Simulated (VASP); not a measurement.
Here is a VASP 6.6.1 calculation.

Contents of POSCAR:

```
Hf
1.0
    3.1967000000      0.0000000000      0.0000000000
   -1.5983500000      2.7684234083      0.0000000000
    0.0000000000      0.0000000000      5.0578000000
Hf
2
Direct
    0.6666666667      0.3333333333      0.7500000000
    0.3333333333      0.6666666667      0.2500000000
```

The input INCAR.step1:

```
SYSTEM = Hf
PREC = Accurate ; ENCUT = 520
EDIFF = 1E-5 ; ISMEAR = -1
SIGMA = 0.05 ; LREAL = .FALSE.
LASPH = .TRUE. ; NELM = 100
ALGO = Normal ; ISIF = 2
LWAVE = .TRUE. ; LCHARG = .FALSE.
NBANDS = 17 ; GGA = PE
```

Contents of INCAR.step2:

```
SYSTEM = Hf
PREC = Accurate ; ENCUT = 520
EDIFF = 1E-7 ; ISMEAR = -1
SIGMA = 0.05 ; LREAL = .FALSE.
LASPH = .TRUE. ; NELM = 100
ALGO = Normal ; ISIF = 2
LWAVE = .FALSE. ; LCHARG = .FALSE.
GGA = B3 ; LHFCALC = .TRUE.
AEXX = 0.2 ; AGGAX = 0.72
AGGAC = 0.81 ; ALDAC = 0.19
PRECFOCK = Normal ; NBANDS = 17
ISTART = 1
```

Contents of KPOINTS:

```
Automatic mesh
0
G
  5 5 3
  0 0 0
```

Potentials or basis: VASP PAW PBE potentials, release 64 (Hf_pv).

Command:

```sh
$ cat potpaw_PBE.64/Hf_pv/POTCAR > POTCAR
$ cp INCAR.step1 INCAR
$ mpirun -np 1 vasp_std > vasp.out
$ cp INCAR.step2 INCAR
$ mpirun -np 1 vasp_std > vasp.out
```

(1) Predict the band gap on the k mesh.

(2) Estimate the pressure.

Results:

(1) zero (bands 10 and 11 overlap by 1.97 eV).

(2) 1.1 GPa.

Caveat: the k points lie up to 0.45 Å⁻¹ apart, too coarse for converged energies and pressures of a metal; the PAW data sets were made with another functional, which shifts forces and pressure a little; spin-orbit coupling is left out, which moves the levels of the heavy elements.
